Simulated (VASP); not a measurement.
Here is a VASP 6.6.1 calculation.

INCAR

```
SYSTEM = CoRu3
ALGO = Fast ; EDIFF = 1E-6
EDIFFG = -0.04 ; ENCUT = 600
GGA = PE ; IBRION = 2
ISIF = 3 ; ISMEAR = 0
ISPIN = 2 ; LASPH = .True.
LCHARG = .False. ; LMAXMIX = 4
LORBIT = 11 ; LREAL = .False.
LWAVE = .False. ; MAGMOM = 3 0 0 0
NELM = 150 ; NSW = 90
PREC = Accurate ; SIGMA = 0.1
```

KPOINTS

```
k-points
0
Gamma
  6 6 2
  0 0 0
```

POSCAR

```
CoRu3
1.0
    2.5663266900      0.0000000000      0.0000000000
   -1.2831633400      2.2225041100      0.0000000000
    0.0000000000      0.0000000000      8.8669809400
Co Ru
1 3
Direct
    0.3333333300      0.6666666700      0.5000000000
    0.3333333300      0.6666666700      0.0000000000
    0.6666666700      0.3333333300      0.2500000000
    0.6666666700      0.3333333300      0.7500000000
```

Potentials or basis: VASP PAW PBE potentials, release 64 (Co, Ru_pv).

Command:

```console
$ cat potpaw_PBE.64/Co/POTCAR potpaw_PBE.64/Ru_pv/POTCAR > POTCAR
$ mpirun -np 1 vasp_std > vasp.out
```

(1) Estimate the space group after relaxing (to 0.1 Å).

(2) What does it give for the relaxed cell?

(3) Estimate the relaxed volume.

Answers

(1) P-6m2 (No. 187).

(2) a = 2.695 Å, b = 2.695 Å, c = 8.389 Å, α = 90.00°, β = 90.00°, γ = 120.00°.

(3) 13.19 Å³/atom.

Caveat: the k points lie up to 0.45 Å⁻¹ apart in the final cell.
